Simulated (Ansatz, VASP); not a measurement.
One calculation of Ga2O3, two programs

INCAR

```
ALGO = Fast
EDIFF = 1E-6
ENCUT = 520
GGA = PE
ISIF = 2
ISMEAR = 0
LASPH = True
LCHARG = True
LELF = True
LREAL = Auto
LVHAR = True
LWAVE = False
NBANDS = 104
NELM = 100
PREC = Accurate
SIGMA = 0.05
```

KPOINTS

```
k-points
0
Gamma
  5 9 3
```

POSCAR

```
Ga2O3
1.0
    1.4027234631      0.0000000000     -5.7076941965
    0.0000000000      3.0835130475      0.0000000000
   11.8937717162     -1.8501078285      2.3060625548
Ga O
8 12
Direct
   -0.2087579470      0.5039480602      0.8399134337
    0.5912420530      0.7039480602      0.3399134337
    0.3087579470      0.3960519398      0.6600865663
    0.1087579470      0.5960519398      0.1600865663
    0.0992023978      0.2451004379      0.4085007299
    0.2992023978      1.0451004379      0.9085007299
    0.6007976022      0.0548995621      0.0914992701
   -0.1992023978      0.8548995621      0.5914992701
   -0.4938107105      0.5480930270      0.9134883783
    0.3061892895      0.7480930270      0.4134883783
    0.5938107105      0.3519069730      0.5865116217
    0.3938107105      0.5519069730      0.0865116217
    0.0551210915      0.5542207877      0.9237013128
   -0.1448789085      0.7542207877      0.4237013128
    0.0448789085      0.3457792123      0.5762986872
    0.8448789085      0.5457792123      0.0762986872
    0.0917264668      0.1476117418      0.2460195696
    0.2917264668      0.9476117418      0.7460195696
    0.6082735332      0.1523882582      0.2539804304
   -0.1917264668      0.9523882582      0.7539804304
```

Input for Ansatz:

```yaml
crystal:
  lattice:
    - [1.4027234631, 0.0, -5.7076941965]
    - [0.0, 3.0835130475, 0.0]
    - [11.8937717162, -1.8501078285, 2.3060625548]
  atoms:
    - { symbol: Ga, position: [-0.208757947, 0.5039480602, 0.8399134337] }
    - { symbol: Ga, position: [0.591242053, 0.7039480602, 0.3399134337] }
    - { symbol: Ga, position: [0.308757947, 0.3960519398, 0.6600865663] }
    - { symbol: Ga, position: [0.108757947, 0.5960519398, 0.1600865663] }
    - { symbol: Ga, position: [0.0992023978, 0.2451004379, 0.4085007299] }
    - { symbol: Ga, position: [0.2992023978, 1.0451004379, 0.9085007299] }
    - { symbol: Ga, position: [0.6007976022, 0.0548995621, 0.0914992701] }
    - { symbol: Ga, position: [-0.1992023978, 0.8548995621, 0.5914992701] }
    - { symbol: O, position: [-0.4938107105, 0.548093027, 0.9134883783] }
    - { symbol: O, position: [0.3061892895, 0.748093027, 0.4134883783] }
    - { symbol: O, position: [0.5938107105, 0.351906973, 0.5865116217] }
    - { symbol: O, position: [0.3938107105, 0.551906973, 0.0865116217] }
    - { symbol: O, position: [0.0551210915, 0.5542207877, 0.9237013128] }
    - { symbol: O, position: [-0.1448789085, 0.7542207877, 0.4237013128] }
    - { symbol: O, position: [0.0448789085, 0.3457792123, 0.5762986872] }
    - { symbol: O, position: [0.8448789085, 0.5457792123, 0.0762986872] }
    - { symbol: O, position: [0.0917264668, 0.1476117418, 0.2460195696] }
    - { symbol: O, position: [0.2917264668, 0.9476117418, 0.7460195696] }
    - { symbol: O, position: [0.6082735332, 0.1523882582, 0.2539804304] }
    - { symbol: O, position: [-0.1917264668, 0.9523882582, 0.7539804304] }
basis:
  ecutwfc: 420
kpoints:
  mp_grid: { grid: [5, 9, 3] }
hamiltonian:
  xc: pbe
scf:
  occupations: { method: gaussian, width: 0.05 }
output:
  forces: true
  stress: true
  eigenvalues: true
```

Alike in both runs: task single point; functional PBE; k mesh 5 × 9 × 3; occupations gaussian, width 0.05 eV; no spin polarisation.

|  | VASP | Ansatz |
| --- | --- | --- |
| version | VASP 6.6.1 | Ansatz 0.2.0 |
| potentials or method | VASP PAW PBE potentials, release 64 (Ga_d, O), cutoff 520 eV | scalar-relativistic, plane waves, PAW |
| valence electrons in the cell | 176 | 176 |

|  | VASP | Ansatz | Ansatz less VASP |
| --- | --- | --- | --- |
| gap on the k mesh at the Fermi level (eV) | none | none | - |
| pressure (GPa) | 2.1 | 1.5 | -0.62 |
| traceless stress, the component that is largest in VASP (GPa) | 6.29 | 6.32 | +0.026 |
| rms of the force components (eV/Å) | 0.934 | 0.936 | +0.0027 |

Atom by atom the forces differ by 0.012 eV/Å (rms over components). A gap of «none» marks a metal or a gap that the smearing closes.
